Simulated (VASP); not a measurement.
Write the native input for VASP 6.6.1 that does the following.

```yaml
Task: single point
Functional: PBE
Potentials_or_basis: VASP PAW PBE potentials, release 64 (Al, Pt)
Cutoff: 500 eV
k_mesh: 8 × 8 × 8, shifted
Occupations: methfessel-paxton, width 0.01 eV
Spin: no spin polarisation
Dipole_correction: no
Further_INCAR_settings: ALGO = Normal; EDIFF = 1e-06; NBANDS = 15; ISYM = 0
```

The structure of Al2Pt lies in POSCAR:

```
Al2Pt
1.0
    0.0000000000      2.9550000000      2.9550000000
    2.9550000000      0.0000000000      2.9550000000
    2.9550000000      2.9550000000      0.0000000000
Al Pt
2 1
Direct
    0.2500000000      0.2500000000      0.2500000000
    0.7500000000      0.7500000000      0.7500000000
    0.0000000000      0.0000000000      0.0000000000
```

The input as run:

INCAR

```
SYSTEM = Al2Pt
  PREC = Accurate
  ENCUT = 500
  EDIFF = 1E-6
  ISMEAR = 1
  SIGMA = 0.01
  LREAL = .False.
  LASPH = .True.
  NELM = 120
  ALGO = Normal
  ISIF = 2
  LWAVE = .False.
  LCHARG = .False.
  GGA = PE
  NBANDS = 15
  ISYM = 0
  GGA_COMPAT = .False.
```

KPOINTS

```
Automatic mesh
0
Gamma
  8 8 8
  0.5 0.5 0.5
```

Potentials or basis: VASP PAW PBE potentials, release 64 (Al, Pt).

Command:

```console
$ cat potpaw_PBE.64/Al/POTCAR potpaw_PBE.64/Pt/POTCAR > POTCAR
$ mpirun -np 1 vasp_std > vasp.out
```

Results of the run:

| Property | Result |
| --- | --- |
| Pressure | 2.4 GPa |
| Band gap on the k mesh | zero (bands 8 and 9 overlap by 4.71 eV) |

Caveat: spin-orbit coupling is left out, which moves the levels of the heavy elements.

It took 16 min on 1 thread of AMD EPYC 7R43 64-Core Processor (Zen 3), on a shared host, peak memory 0.74 GiB.
